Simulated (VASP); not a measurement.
A run of VASP 6.6.1:

INCAR

```
  PREC = Accurate
  ENCUT = 520
  EDIFF = 1E-7
  ISMEAR = -1
  SIGMA = 0.02
  LREAL = F
  LASPH = T
  NELM = 100
  ALGO = Normal
  ISIF = 2
  LWAVE = F
  LCHARG = F
  GGA = PE
  NBANDS = 14
```

Contents of KPOINTS:

```
Automatic mesh
0
Gamma
  11 11 11
```

The input POSCAR:

```
HfN
1.0
    0.0000000000      2.2743264379      2.2743264379
    2.2743264379      0.0000000000      2.2743264379
    2.2743264379      2.2743264379      0.0000000000
Hf N
1 1
Direct
    0.0000000000      0.0000000000      0.0000000000
    0.5000000000      0.5000000000      0.5000000000
```

Potentials or basis: VASP PAW PBE potentials, release 64 (Hf_pv, N).

Command:

```console
$ cat potpaw_PBE.64/Hf_pv/POTCAR potpaw_PBE.64/N/POTCAR > POTCAR
$ mpirun -np 1 vasp_std > vasp.out
```

Hardware: 1 thread of Intel(R) Xeon(R) 6975P-C (Granite Rapids) (shared host).

Problem. Estimate the wall time of this run.

Solution. Run time: 6 s on 1 thread of Intel(R) Xeon(R) 6975P-C (Granite Rapids), with other jobs on the host, peak memory 0.15 GiB. Counts: scf iterations 14, k points 56.
